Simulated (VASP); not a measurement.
# Mg2C (P-3m1) in VASP: further runs

Runs on Mg2C. Level: PBE+D3(BJ). Tasks: single point, relaxation of cell and atoms.

Program: VASP 6.6.1. These are calculated values, not measurements. Logs are shortened: lines on timing, memory, paths and dates and some standing lists are left out, and cuts for length are marked.

**1. The cell of the first run**

It takes space group P-3m1 (No. 164, trigonal). Conventional cell: a = 3.488 Å, b = 3.488 Å, c = 4.618 Å, α = 90.00°, β = 90.00°, γ = 120.00°. Within 2.9 Å of Mg (site symmetry 3m) lie 3 C at 2.22 Å and 3 Mg at 2.75 Å. Within 2.9 Å of C (site symmetry -3m) lie 6 Mg at 2.22 Å.

**2. Single point, PBE+D3(BJ)**

INCAR reads:

```
PREC = Accurate
ENCUT = 520
EDIFF = 1E-6
ISMEAR = 0
SIGMA = 0.1
LREAL = False
LASPH = True
NELM = 100
ALGO = Normal
ISIF = 2
LWAVE = False
LCHARG = False
GGA = PE
IVDW = 12
NBANDS = 11
```

KPOINTS reads:

```
regular mesh
0
Gamma
  18 18 10
```

POSCAR reads:

```
Mg2C
1.0
    3.4881087576      0.0000000000      0.0000000000
   -1.7440543788      3.0207907952      0.0000000000
    0.0000000000      0.0000000000      4.6180233533
Mg C
2 1
Direct
    0.3333333333      0.6666666667      0.7974509350
    0.6666666667      0.3333333333      0.2025490650
    0.0000000000      0.0000000000      0.0000000000
```

Potentials or basis: VASP PAW PBE potentials, release 64 (Mg, C).

The run is started by

```
$ cat potpaw_PBE.64/Mg/POTCAR potpaw_PBE.64/C/POTCAR > POTCAR
$ mpirun -np 1 vasp_std > vasp.out
```

OUTCAR:

```text
PREC = Accurate
   ENCUT = 520
   EDIFF = 1E-6
   ISMEAR = 0
   LREAL = False
   LASPH = True
   NELM = 100
   ISIF = 2
   GGA = PE
   IVDW = 12
 IVDW          = 12

 ion  position               nearest neighbor table
   1  0.333  0.667  0.797-   3 2.22   3 2.22   3 2.22   2 2.75   2 2.75   2 2.75   2 3.41   2 3.41
                             2 3.41
   2  0.667  0.333  0.203-   3 2.22   3 2.22   3 2.22   1 2.75   1 2.75   1 2.75   1 3.41   1 3.41
                             1 3.41
   3  0.000  0.000  0.000-   1 2.22   2 2.22   1 2.22   2 2.22   2 2.22   1 2.22

  LATTYP: Found a hexagonal cell.
 ALAT       =     3.4881087576
 C/A-ratio  =     1.3239333043

  Lattice vectors:

 A1 = (   3.4881087576,   0.0000000000,   0.0000000000)
 A2 = (  -1.7440543788,   3.0207907952,   0.0000000000)
 A3 = (   0.0000000000,   0.0000000000,   4.6180233533)

Analysis of symmetry for initial positions (statically):
=====================================================================
 Subroutine PRICEL returns:
 Original cell was already a primitive cell.

 Routine SETGRP: Setting up the symmetry group for a
 hexagonal supercell.

 Subroutine GETGRP returns: Found 12 space group operations
 (whereof 12 operations were pure point group operations)
 out of a pool of 24 trial point group operations.

The static configuration has the point symmetry D_3d.

Analysis of symmetry for dynamics (positions and initial velocities):
=====================================================================
 Subroutine PRICEL returns:
 Original cell was already a primitive cell.

 Routine SETGRP: Setting up the symmetry group for a
 hexagonal supercell.

 Subroutine GETGRP returns: Found 12 space group operations
 (whereof 12 operations were pure point group operations)
 out of a pool of 24 trial point group operations.

The dynamic configuration has the point symmetry D_3d.

 Subroutine INISYM returns: Found 12 space group operations
 (whereof 12 operations are pure point group operations),
 and found     1 'primitive' translations

----------------------------------------------------------------------------------------

                                     Primitive cell

  volume of cell :      48.6594

  direct lattice vectors                    reciprocal lattice vectors
     3.488108758  0.000000000  0.000000000     0.286688309  0.165519572  0.000000000
    -1.744054379  3.020790795  0.000000000     0.000000000  0.331039144  0.000000000
     0.000000000  0.000000000  4.618023353     0.000000000  0.000000000  0.216542863

  length of vectors
     3.488108758  3.488108758  4.618023353     0.331039144  0.331039144  0.216542863

[... 95 lines left out ...]
   EMIN   =  10.00;   EMAX   =-10.00  energy-range for DOS
   EFERMI =   0.00;   METHOD = LEGACY
   ISMEAR =     0;   SIGMA  =   0.10  broadening in eV -4-tet -1-fermi 0-gaus
   EFERMI_NEDOS =   21; number of points for ismear=-14 and -15
   IALGO  =     38    algorithm
   IMIX   =      4    mixing-type and parameters
     AMIX     =   0.40;   BMIX     =  1.00
     AMIX_MAG =   1.60;   BMIX_MAG =  1.00
  volume/ion in A,a.u.               =      16.22       109.46
  Fermi-wavevector in a.u.,A,eV,Ry     =   0.896842  1.694785 10.943512  0.804325
  Thomas-Fermi vector in A             =   2.019351
   LORBIT       =      0    0 simple, 1 ext, 2 COOP (PROOUT), +10 PAW based schemes
   GGA     = PE    functional components
   LHFCALC =     F    Hartree Fock is set to
   AEXX    =    0.0000 exact exchange contribution
   IVDW    =    12    specifies the selected vdW correction
   LEPSILON=     F    determine dielectric tensor
   LRPA    =     F    only Hartree local field effects (RPA)
 non-spin polarized calculation
 Gauss-broadening in eV      SIGMA  =   0.10
  energy-cutoff  :      520.00
  volume of cell :       48.66
 maximum number of plane-waves:      1331
 NGX is ok and might be reduce to    28
   NGX = 13   NGY = 13   NGZ = 17

 number of electron       8.0000000 magnetization

 Free energy of the ion-electron system (eV)
  ---------------------------------------------------
  ext. energy  EPLUGINS =         0.00000000
  ---------------------------------------------------
  free energy    TOTEN  =       -10.63502310 eV

  energy without entropy =      -10.62902831  energy(sigma->0) =      -10.63202571

 E-fermi :   2.9003     XC(G=0):  -9.0942

 val. band max:        2.8935591063   @ k =   0.1111   0.0556   0.1000
 cond. band min:       2.9058215708   @ k =   0.1111   0.0556   0.2000
 fundamental gap:      0.0122624645
 Fermi energy:         2.9003476175

 k-point     1 :       0.0000    0.0000    0.0000
  band No.  band energies     occupation
      1      -7.7243      2.00000
      2       0.6672      2.00000
      3       0.7868      2.00000
      4       3.1432      0.00059
      5       3.1432      0.00059
      6       8.6101      0.00000
      7      10.8901      0.00000
      8      11.0566      0.00000
      9      11.0566      0.00000
     10      14.4924      0.00000
     11      15.9204      0.00000
[... 309 lines left out ...]
 k-point    24 :       0.3889    0.1111    0.0000
  band No.  band energies     occupation
      1      -6.1162      2.00000
      2      -1.3484      2.00000
      3       1.5830      2.00000
      4       2.2208      2.00000
      5       4.1181      0.00000
      6       5.4977      0.00000
      7       7.5697      0.00000
      8       9.3795      0.00000
      9      10.8211      0.00000
     10      11.8044      0.00000
     11      14.4094      0.00000

 [... further k-points ...]

------------------------ aborting loop because EDIFF is reached ----------------------------------------

 Edisp (eV)   -0.75586

 E8    (eV) :    -0.3132

  FORCE on cell =-STRESS in cart. coord.  units (eV):
  Direction    XX          YY          ZZ          XY          YZ          ZX
  --------------------------------------------------------------------------------------
  -------------------------------------------------------------------------------------
  Total      -0.02102    -0.02102    -0.06965     0.00000    -0.00000     0.00000
  in kB      -0.69196    -0.69196    -2.29344     0.00000    -0.00000     0.00000
  external pressure =       -1.23 kB  Pullay stress =        0.00 kB

 VOLUME and BASIS-vectors are now :
 -----------------------------------------------------------------------------
  energy-cutoff  :      520.00
  volume of cell :       48.66
      direct lattice vectors                 reciprocal lattice vectors
     3.488108758  0.000000000  0.000000000     0.286688309  0.165519572  0.000000000
    -1.744054379  3.020790795  0.000000000     0.000000000  0.331039144  0.000000000
     0.000000000  0.000000000  4.618023353     0.000000000  0.000000000  0.216542863

 POSITION                                       TOTAL-FORCE (eV/Angst)
 -----------------------------------------------------------------------------------
     -0.00000      2.01386      3.68265         0.000000      0.000000      0.001720
      1.74405      1.00693      0.93538        -0.000000     -0.000000     -0.001720
      0.00000      0.00000      0.00000         0.000000     -0.000000      0.000000
 -----------------------------------------------------------------------------------
    total drift:                               -0.000000      0.000000      0.000000

  FREE ENERGIE OF THE ION-ELECTRON SYSTEM (eV)
  ---------------------------------------------------
  free  energy   TOTEN  =       -11.3908813142 eV

  energy  without entropy=      -11.3848865226  energy(sigma->0) =      -11.38788392
```

OSZICAR:

```text
N       E                     dE             d eps       ncg     rms          rms(c)
DAV:   1     0.850101278518E+01    0.85010E+01   -0.30333E+03  7260   0.584E+02
DAV:   2    -0.128235657928E+02   -0.21325E+02   -0.19570E+02  9404   0.800E+01
DAV:   3    -0.148411128340E+02   -0.20175E+01   -0.20107E+01  9087   0.236E+01
DAV:   4    -0.148594561208E+02   -0.18343E-01   -0.18340E-01  8202   0.283E+00
DAV:   5    -0.148595783463E+02   -0.12223E-03   -0.12222E-03  8997   0.225E-01    0.871E+00
DAV:   6    -0.108022221708E+02    0.40574E+01   -0.28429E+01  8564   0.174E+01    0.298E+00
DAV:   7    -0.106913321700E+02    0.11089E+00   -0.65756E-01  8068   0.388E+00    0.166E+00
DAV:   8    -0.106753501978E+02    0.15982E-01   -0.56235E-01  8603   0.355E+00    0.114E+00
DAV:   9    -0.106365725232E+02    0.38778E-01   -0.75948E-02  8137   0.116E+00    0.295E-01
DAV:  10    -0.106360584617E+02    0.51406E-03   -0.43790E-03  9194   0.293E-01    0.151E-01
DAV:  11    -0.106350164309E+02    0.10420E-02   -0.36831E-03  8436   0.191E-01    0.688E-03
DAV:  12    -0.106350223316E+02   -0.59007E-05   -0.37275E-05  8297   0.401E-02    0.695E-03
DAV:  13    -0.106350231048E+02   -0.77322E-06   -0.24490E-06  8922   0.913E-03
   1 F= -.11390881E+02 E0= -.11387884E+02  d E =-.599479E-02
```

stdout:

```text
POSCAR found type information on POSCAR MgC
 POSCAR found :  2 types and       3 ions
 scaLAPACK will be used
 LDA part: xc-table for (Slater+PW92), standard interpolation
 POSCAR, INCAR and KPOINTS ok, starting setup
 FFT: planning ... GRIDC
 FFT: planning ... GRID_SOFT
 FFT: planning ... GRID
 WAVECAR not read
 entering main loop
```

Wall time 2.2 min (1 thread of Intel Xeon Platinum 8259CL at 2.50GHz (Skylake/Cascade Lake), shared host); peak memory 0.33 GiB.

Results:

| Quantity | Value |
| --- | --- |
| Free energy | -11.3909 eV |
| Pressure | -0.1 GPa |
| Band gap on the k mesh | zero (band 4 reaches 3.20 eV, above the bottom of band 5 at 2.43 eV) |
| Dispersion energy per atom | -0.252 eV |

Levels at points of the mesh, in eV from the Fermi level:
```tsv
k point	band 1	band 2	band 3	band 4	band 5	band 6	band 7	band 8	band 9
(0.00, 0.00, 0.00)	-10.62	-2.23	-2.11	0.24	0.24	5.71	7.99	8.16	8.16
(0.50, 0.00, 0.00)	-8.99	-4.49	-0.71	-0.66	1.42	1.88	4.27	6.53	8.54
(0.00, 0.00, 0.50)	-10.36	-5.02	0.30	0.30	2.38	4.39	8.51	8.87	8.87
(0.50, 0.00, 0.50)	-8.87	-4.02	-2.12	-0.61	-0.33	4.12	5.00	7.10	8.84
```

Caveat: pairwise dispersion overbinds metals, which lowers pressure and volume.

**3. Relaxation of cell and atoms, PBE+D3(BJ)**

INCAR reads:

```
ALGO = Normal
EDIFF = 1E-6
EDIFFG = -0.01
ENCUT = 600
GGA = PE
IBRION = 2
ISIF = 3
ISMEAR = 0
IVDW = 12
LASPH = True
LCHARG = False
LREAL = False
LWAVE = False
NELM = 100
NSW = 100
PREC = Accurate
SIGMA = 0.1
```

KPOINTS reads:

```
k-points
0
Gamma
  18 18 10
```

POSCAR reads:

```
Mg2C
1.0
    3.4563652547      0.0000000000      0.0000000000
   -1.7281826274      2.9933001153      0.0000000000
    0.0000000000      0.0000000000      4.6993855777
Mg C
2 1
Direct
    0.3333333333      0.6666666667      0.7938347296
    0.6666666667      0.3333333333      0.2061652704
    0.0000000000      0.0000000000      0.0000000000
```

Potentials or basis: VASP PAW PBE potentials, release 64 (Mg, C).

The run is started by

```
$ cat potpaw_PBE.64/Mg/POTCAR potpaw_PBE.64/C/POTCAR > POTCAR
$ mpirun -np 1 vasp_std > vasp.out
```

Wall time 9.4 min (1 thread of Intel Xeon Platinum 8259CL at 2.50GHz (Skylake/Cascade Lake), shared host); peak memory 0.34 GiB.

Results (log left out):

```yaml
Free_energy: -11.3916 eV
Relaxed_volume: 16.16 Å³/atom
Relaxed_cell: a = 3.486 Å, b = 3.486 Å, c = 4.607 Å, α = 90.00°, β = 90.00°, γ = 120.00°
Space_group_after_relaxing_to_0.05_Å: P-3m1 (No. 164)
Energy_gained_by_relaxing: 2.1 meV/atom
Ionic_steps: 10
Pressure_after_relaxing: 0.0 GPa
Largest_force_after_relaxing: 0.004 eV/Å
Band_gap_on_the_k_mesh: zero (band 4 reaches 3.22 eV, above the bottom of band 5 at 2.45 eV)
Dispersion_energy_per_atom: -0.253 eV
```

Forces in eV/Å, atoms in the order of the input:
```
Mg   0.000  0.000  0.004
Mg   0.000  0.000 -0.004
C    0.000  0.000  0.000
```

Stress tensor (GPa, compression positive):
```
 0.10  0.00  0.00
 0.00  0.10  0.00
 0.00  0.00 -0.08
```

The path:
```tsv
step	energy change (eV)	largest force (eV/Å)	pressure (GPa)	volume (Å³)
1	0.0000	0.1423	-0.09	48.62
2	-0.0030	0.0784	0.14	48.56
3	-0.0051	0.0690	0.62	48.41
4	-0.0058	0.0363	-0.24	48.88
5	-0.0060	0.0465	0.03	48.73
6	-0.0061	0.0234	-0.05	48.71
7	-0.0062	0.0004	-0.12	48.70
8	-0.0063	0.0022	0.00	48.57
9	-0.0063	0.0030	0.06	48.52
10	-0.0063	0.0040	0.04	48.47
```

Final structure:
```yaml
crystal:
  lattice:
    - [3.48559, 0.00000, 0.00000]
    - [-1.74280, 3.01861, 0.00000]
    - [0.00000, 0.00000, 4.60673]
  atoms:
    - { symbol: Mg, position: [0.33333, 0.66667, 0.79695] }
    - { symbol: Mg, position: [0.66667, 0.33333, 0.20305] }
    - { symbol: C, position: [0.00000, 0.00000, 0.00000] }
```

Levels at points of the mesh, in eV from the Fermi level:
| k point | band 2 | band 3 | band 4 | band 5 | band 6 | band 7 |
| --- | --- | --- | --- | --- | --- | --- |
| (0.00, 0.00, 0.00) | -2.23 | -2.11 | 0.24 | 0.24 | 5.73 | 8.02 |
| (0.50, 0.00, 0.00) | -4.50 | -0.71 | -0.66 | 1.42 | 1.88 | 4.28 |
| (0.00, 0.00, 0.50) | -5.04 | 0.30 | 0.30 | 2.40 | 4.42 | 8.56 |
| (0.50, 0.00, 0.50) | -4.02 | -2.13 | -0.61 | -0.34 | 4.13 | 5.02 |

Caveat: pairwise dispersion overbinds metals, which lowers pressure and volume.

**4. Single point, PBE+D3(BJ)**

INCAR reads:

```
SYSTEM = Mg2C
ALGO = Normal
EDIFF = 1E-7
ENCUT = 520
GGA = PE
ISIF = 2
ISMEAR = 0
IVDW = 12
LASPH = .TRUE.
LCHARG = .FALSE.
LREAL = .FALSE.
LWAVE = .FALSE.
NBANDS = 11
NELM = 100
PREC = Accurate
SIGMA = 0.1
```

KPOINTS reads:

```
k-points
0
G
  18 18 10
  0 0 0
```

POSCAR reads:

```
Mg2C
1.0
    3.4881087576      0.0000000000      0.0000000000
   -1.7440543788      3.0207907952      0.0000000000
    0.0000000000      0.0000000000      4.6180233533
Mg C
2 1
Direct
    0.3333333333      0.6666666667      0.7974509350
    0.6666666667      0.3333333333      0.2025490650
    0.0000000000      0.0000000000      0.0000000000
```

The run is started by

```
$ cat potpaw_PBE.64/Mg/POTCAR potpaw_PBE.64/C/POTCAR > POTCAR
$ mpirun -np 1 vasp_std > vasp.out
```

Wall time 2.8 min (1 thread of Intel Xeon Platinum 8259CL at 2.50GHz (Skylake/Cascade Lake), shared host); peak memory 0.33 GiB.

The run converged. Its results:

```
Free energy                : -11.3909 eV
Pressure                   : -0.1 GPa
Largest force              : 0.004 eV/Å
Band gap on the k mesh     : zero (band 4 reaches 3.20 eV, above the bottom of band 5 at 2.43 eV)
Dispersion energy per atom : -0.252 eV
```

Forces on the atoms (eV/Å):
```
Mg   0.000  0.000  0.004
Mg   0.000  0.000 -0.004
C    0.000  0.000  0.000
```

Stress tensor (GPa, compression positive):
```
-0.05  0.00  0.00
 0.00 -0.05  0.00
 0.00  0.00 -0.16
```

Levels at points of the mesh, in eV from the Fermi level:
| k point | band 1 | band 2 | band 3 | band 4 | band 5 | band 6 | band 7 | band 8 | band 9 |
| --- | --- | --- | --- | --- | --- | --- | --- | --- | --- |
| (0.00, 0.00, 0.00) | -10.62 | -2.23 | -2.11 | 0.24 | 0.24 | 5.71 | 7.99 | 8.16 | 8.16 |
| (0.50, 0.00, 0.00) | -8.99 | -4.49 | -0.71 | -0.66 | 1.42 | 1.88 | 4.27 | 6.53 | 8.54 |
| (0.00, 0.00, 0.50) | -10.36 | -5.02 | 0.30 | 0.30 | 2.38 | 4.39 | 8.51 | 8.87 | 8.87 |
| (0.50, 0.00, 0.50) | -8.87 | -4.02 | -2.12 | -0.61 | -0.33 | 4.12 | 5.00 | 7.10 | 8.84 |

Caveat: pairwise dispersion overbinds metals, which lowers pressure and volume.
